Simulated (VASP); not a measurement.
# InSb (I-4m2) in VASP: further runs

InSb is run at these levels: LDA; tasks: single point.

Everything below comes from runs of VASP 6.6.1. Logs are shortened: lines on timing, memory, paths and dates and some standing lists are left out, and cuts for length are marked.

## (1) The cell of the first run

The structure is tetragonal, space group I-4m2 (No. 119). Conventional cell: a = 6.344 Å, b = 6.344 Å, c = 2.820 Å, α = 90.00°, β = 90.00°, γ = 90.00°. In (site symmetry -4m2) has 2 In at 2.82 Å and 8 Sb at 3.25 to 3.81 Å within 3.9 Å. Sb (site symmetry -4m2) has 2 Sb at 2.82 Å and 8 In at 3.25 to 3.81 Å within 3.9 Å.

## (2) Single point, LDA

Input file INCAR:

```
PREC     = Accurate       # precision mode
ENCUT    = 500            # plane-wave cutoff, eV
EDIFF    = 1E-6           # SCF threshold, eV
ISMEAR   = 0              # smearing method
SIGMA    = 0.15           # smearing width, eV
LREAL    = F              # projectors in reciprocal space
LASPH    = T              # aspherical terms in the spheres
NELM     = 120            # most SCF steps
ALGO     = Normal         # electronic algorithm
ISIF     = 2              # what is computed and relaxed
LWAVE    = F              # write WAVECAR
LCHARG   = F              # write CHGCAR
GGA      = CA             # functional
NBANDS   = 16             # bands
GGA_COMPAT= F
```

Input file KPOINTS:

```
regular mesh
0
Gamma
  22 22 22
```

Input file POSCAR:

```
InSb
1.0
   -3.1721250046      3.1721250046      1.4101869499
    3.1721250046     -3.1721250046      1.4101869499
    3.1721250046      3.1721250046     -1.4101869499
In Sb
1 1
Direct
    0.2500000000      0.7500000000      0.5000000000
    0.0000000000      0.0000000000      0.0000000000
```

Potentials or basis: VASP PAW LDA potentials, release 64 (In_d, Sb).

Run with:

```sh
$ cat potpaw_LDA.64/In_d/POTCAR potpaw_LDA.64/Sb/POTCAR > POTCAR
$ mpirun -np 1 vasp_std > vasp.out
```

OUTCAR:

```text
PREC = Accurate
   ENCUT = 500
   EDIFF = 1E-6
   ISMEAR = 0
   LREAL = F
   LASPH = T
   NELM = 120
   ISIF = 2
   GGA = CA

 ion  position               nearest neighbor table
   1  0.250  0.750  0.500-   2 3.25   2 3.25   2 3.25   2 3.25   2 3.81   2 3.81   2 3.81   2 3.81

   2  0.000  0.000  0.000-   1 3.25   1 3.25   1 3.25   1 3.25   1 3.81   1 3.81   1 3.81   1 3.81

  LATTYP: Found a body centered tetragonal cell.
 ALAT       =     6.3442500092
 C/A-ratio  =     0.4445559200

  Lattice vectors:

 A1 = (  -3.1721250046,   3.1721250046,   1.4101869499)
 A2 = (   3.1721250046,  -3.1721250046,   1.4101869499)
 A3 = (   3.1721250046,   3.1721250046,  -1.4101869499)

Analysis of symmetry for initial positions (statically):
=====================================================================
 Subroutine PRICEL returns:
 Original cell was already a primitive cell.

 Routine SETGRP: Setting up the symmetry group for a
 body centered tetragonal supercell.

 Subroutine GETGRP returns: Found  8 space group operations
 (whereof  8 operations were pure point group operations)
 out of a pool of 16 trial point group operations.

The static configuration has the point symmetry D_2d.

Analysis of symmetry for dynamics (positions and initial velocities):
=====================================================================
 Subroutine PRICEL returns:
 Original cell was already a primitive cell.

 Routine SETGRP: Setting up the symmetry group for a
 body centered tetragonal supercell.

 Subroutine GETGRP returns: Found  8 space group operations
 (whereof  8 operations were pure point group operations)
 out of a pool of 16 trial point group operations.

The dynamic configuration has the point symmetry D_2d.

 Subroutine INISYM returns: Found  8 space group operations
 (whereof  8 operations are pure point group operations),
 and found     1 'primitive' translations

----------------------------------------------------------------------------------------

                                     Primitive cell

  volume of cell :      56.7593

  direct lattice vectors                    reciprocal lattice vectors
    -3.172125005  3.172125005  1.410186950     0.000000000  0.157623044  0.354562918
     3.172125005 -3.172125005  1.410186950     0.157623044  0.000000000  0.354562918
     3.172125005  3.172125005 -1.410186950     0.157623044  0.157623044  0.000000000

  length of vectors
     4.702486717  4.702486717  4.702486717     0.388020472  0.388020472  0.222912647

  position of ions in fractional coordinates (direct lattice)
     0.250000000  0.750000000  0.500000000
     0.000000000  0.000000000  0.000000000

  ion indices of the primitive-cell ions
   primitive index   ion index
                 1           1
                 2           2

----------------------------------------------------------------------------------------

 KPOINTS: regular mesh

Automatic generation of k-mesh.
 Grid dimensions read from file:
 generate k-points for:   22   22   22

 Generating k-lattice:

  Cartesian coordinates                     Fractional coordinates (reciprocal lattice)
     0.000000000  0.007164684  0.016116496     0.045454545  0.000000000  0.000000000
     0.007164684  0.000000000  0.016116496     0.000000000  0.045454545  0.000000000
     0.007164684  0.007164684  0.000000000     0.000000000  0.000000000  0.045454545

  Length of vectors
     0.017637294  0.017637294  0.010132393

  Shift w.r.t. Gamma in fractional coordinates (k-lattice)
     0.000000000  0.000000000  0.000000000

 Subroutine IBZKPT returns following result:
 ===========================================

 Found    834 irreducible k-points:

 Following reciprocal coordinates:
            Coordinates               Weight
  0.000000  0.000000  0.000000      1.000000
  0.045455 -0.000000  0.000000      8.000000
  0.090909 -0.000000  0.000000      8.000000
  0.136364  0.000000  0.000000      8.000000
  0.181818 -0.000000  0.000000      8.000000
  0.227273 -0.000000  0.000000      8.000000
[... 16 lines left out ...]
  0.500000  0.045455  0.000000     16.000000
 -0.454545  0.045455 -0.000000     16.000000
 [... further k-points ...]
   k-points           NKPTS =    834   k-points in BZ     NKDIM =    834   number of bands    NBANDS=     16
   number of dos      NEDOS =    301   number of ions     NIONS =      2
   total plane-waves  NPLWV =  46656
   dimension x,y,z NGX =    36 NGY =   36 NGZ =   36
   dimension x,y,z NGXF=    72 NGYF=   72 NGZF=   72
   ions per type =               1   1
   NGX,Y,Z   is equivalent  to a cutoff of  12.73, 12.73, 12.73 a.u.
   NGXF,Y,Z  is equivalent  to a cutoff of  25.45, 25.45, 25.45 a.u.
 SYSTEM =  unknown system
   PREC   = accura    normal or accurate (medium, high low for compatibility)
   ISTART =      0    job   : 0-new  1-cont  2-samecut
   ICHARG =      2    charge: 1-file 2-atom 10-const
   ISPIN  =      1    spin polarized calculation?
   LNONCOLLINEAR =      F non collinear calculations
   LSORBIT =      F    spin-orbit coupling
   LASPH  =      T    aspherical Exc in radial PAW
   ENCUT  =  500.0 eV  36.75 Ry    6.06 a.u.   8.57  8.57  8.57*2*pi/ulx,y,z
   NELM   =    120;   NELMIN=  2; NELMDL= -5     # of ELM steps
   EDIFF  = 0.1E-05   stopping-criterion for ELM
   LREAL  =      F    real-space projection
   EDIFFG = 0.1E-04   stopping-criterion for IOM
   NSW    =      0    number of steps for IOM
   IBRION =     -1    ionic relax: 0-MD 1-quasi-New 2-CG
   NFREE  =      0    steps in history (QN), initial steepest desc. (CG)
   ISIF   =      2    stress and relaxation
   ISYM   =      2    0-nonsym 1-usesym 2-fastsym
   POTIM  = 0.5000    time-step for ionic-motion
   TEBEG  =    0.0;   TEEND  =   0.0 temperature during run
   PSTRESS=    0.0 pullay stress
   NELECT =      18.0000    total number of electrons
   NUPDOWN=      -1.0000    fix difference up-down
   EMIN   =  10.00;   EMAX   =-10.00  energy-range for DOS
   EFERMI =   0.00;   METHOD = LEGACY
   ISMEAR =     0;   SIGMA  =   0.15  broadening in eV -4-tet -1-fermi 0-gaus
   EFERMI_NEDOS =   21; number of points for ismear=-14 and -15
   IALGO  =     38    algorithm
   IMIX   =      4    mixing-type and parameters
     AMIX     =   0.40;   BMIX     =  1.00
     AMIX_MAG =   1.60;   BMIX_MAG =  1.00
  volume/ion in A,a.u.               =      28.38       191.52
  Fermi-wavevector in a.u.,A,eV,Ry     =   1.116400  2.109690 16.957613  1.246349
  Thomas-Fermi vector in A             =   2.253014
   LORBIT       =      0    0 simple, 1 ext, 2 COOP (PROOUT), +10 PAW based schemes
   GGA     = CA    functional components
   LHFCALC =     F    Hartree Fock is set to
   AEXX    =    0.0000 exact exchange contribution
   IVDW    =     0    specifies the selected vdW correction
   LEPSILON=     F    determine dielectric tensor
   LRPA    =     F    only Hartree local field effects (RPA)
 non-spin polarized calculation
 Gauss-broadening in eV      SIGMA  =   0.15
  energy-cutoff  :      500.00
  volume of cell :       56.76
 maximum number of plane-waves:      1471
   NGX = 17   NGY = 17   NGZ = 17

 number of electron      18.0000008 magnetization

 Free energy of the ion-electron system (eV)
  ---------------------------------------------------
  ext. energy  EPLUGINS =         0.00000000
  ---------------------------------------------------
  free energy    TOTEN  =        -7.74085775 eV

  energy without entropy =       -7.72861039  energy(sigma->0) =       -7.73473407

 E-fermi :   6.7381     XC(G=0): -10.0401

 val. band max:        6.7374235505   @ k =  -0.1818  -0.2273   0.1364
 cond. band min:       6.7406672352   @ k =   0.1818   0.0909   0.0909
 fundamental gap:      0.0032436847
 Fermi energy:         6.7380771049

 k-point     1 :       0.0000    0.0000    0.0000
  band No.  band energies     occupation
      1      -8.2534      2.00000
      2      -7.6378      2.00000
      3      -7.6343      2.00000
      4      -7.3823      2.00000
      5      -7.3823      2.00000
      6      -4.7917      2.00000
[... 8 lines left out ...]
     15      15.1449      0.00000
     16      18.8680      0.00000

 k-point     2 :       0.0455   -0.0000    0.0000
  band No.  band energies     occupation
      1      -8.2321      2.00000
      2      -7.6368      2.00000
      3      -7.6326      2.00000
      4      -7.3923      2.00000
      5      -7.3923      2.00000
      6      -4.7461      2.00000
[... 8 lines left out ...]
     15      15.3368      0.00000
     16      18.8430      0.00000

 k-point     3 :       0.0909   -0.0000    0.0000
  band No.  band energies     occupation
      1      -8.1701      2.00000
      2      -7.6340      2.00000
      3      -7.6278      2.00000
      4      -7.4213      2.00000
      5      -7.4212      2.00000
      6      -4.6087      2.00000
[... 8 lines left out ...]
     15      15.6602      0.00000
     16      17.4964      0.00000

 k-point     4 :       0.1364    0.0000    0.0000
  band No.  band energies     occupation
      1      -8.0718      2.00000
      2      -7.6294      2.00000
      3      -7.6203      2.00000
      4      -7.4667      2.00000
      5      -7.4664      2.00000
      6      -4.3793      2.00000
[... 8 lines left out ...]
     15      15.7508      0.00000
     16      16.4406      0.00000
[... 324 lines left out ...]
 k-point    22 :       0.4545    0.0455    0.0000
  band No.  band energies     occupation
      1      -7.8501      2.00000
      2      -7.8480      2.00000
      3      -7.5879      2.00000
      4      -7.5522      2.00000
      5      -7.1774      2.00000
      6      -0.0687      2.00000
[... 8 lines left out ...]
     15      15.3353      0.00000
     16      15.8985      0.00000

 k-point    23 :       0.5000    0.0455    0.0000
  band No.  band energies     occupation
      1      -7.8414      2.00000
      2      -7.8391      2.00000
      3      -7.5894      2.00000
      4      -7.5535      2.00000
      5      -7.1994      2.00000
      6      -0.3924      2.00000
[... 8 lines left out ...]
     15      15.4239      0.00000
     16      15.6970      0.00000

 k-point    24 :      -0.4545    0.0455   -0.0000
  band No.  band energies     occupation
      1      -7.8153      2.00000
      2      -7.8130      2.00000
      3      -7.5930      2.00000
      4      -7.5579      2.00000
      5      -7.2641      2.00000
      6      -1.0857      2.00000
[... 8 lines left out ...]
     15      14.6976      0.00000
     16      16.0235      0.00000

 [... further k-points ...]

------------------------ aborting loop because EDIFF is reached ----------------------------------------

  FORCE on cell =-STRESS in cart. coord.  units (eV):
  Direction    XX          YY          ZZ          XY          YZ          ZX
  --------------------------------------------------------------------------------------
  -------------------------------------------------------------------------------------
  Total       -1.7492007     -1.7492007      2.7360874      0.0000000      0.0000000      0.0000000
  in kB      -49.3756638    -49.3756638     77.2330669      0.0000000      0.0000000      0.0000000
  external PRESSURE =      -7.1727536 kB  Pullay stress =       0.0000000 kB

 VOLUME and BASIS-vectors are now :
 -----------------------------------------------------------------------------
  energy-cutoff  :      500.00
  volume of cell :       56.76
      direct lattice vectors                 reciprocal lattice vectors
    -3.172125005  3.172125005  1.410186950     0.000000000  0.157623044  0.354562918
     3.172125005 -3.172125005  1.410186950     0.157623044  0.000000000  0.354562918
     3.172125005  3.172125005 -1.410186950     0.157623044  0.157623044  0.000000000

 POSITION                                       TOTAL-FORCE (eV/Angst)
 -----------------------------------------------------------------------------------
      3.17213      0.00000      0.70509         0.000000     -0.000000      0.000000
      0.00000      0.00000      0.00000        -0.000000      0.000000     -0.000000
 -----------------------------------------------------------------------------------
    total drift:                                0.000000     -0.000000     -0.000000

  FREE ENERGIE OF THE ION-ELECTRON SYSTEM (eV)
  ---------------------------------------------------
  free  energy   TOTEN  =        -7.7408577511 eV

  energy  without entropy=       -7.7286103876  energy(sigma->0) =       -7.73473407
```

It took 16 min on 1 thread of AMD EPYC 7R13, shared host; peak memory 0.76 GiB.

What came out:

| Item | Value |
| --- | --- |
| Free energy | -7.7409 eV |
| Pressure | -0.7 GPa |
| Band gap on the k mesh | zero (bands 9 and 10 overlap by 2.84 eV) |

Stress tensor (GPa, compression positive):
```
-4.94  0.00  0.00
 0.00 -4.94  0.00
 0.00  0.00  7.72
```

Caveat: spin-orbit coupling is left out, which moves the levels of the heavy elements.

(Continued in part 2 of 3.)
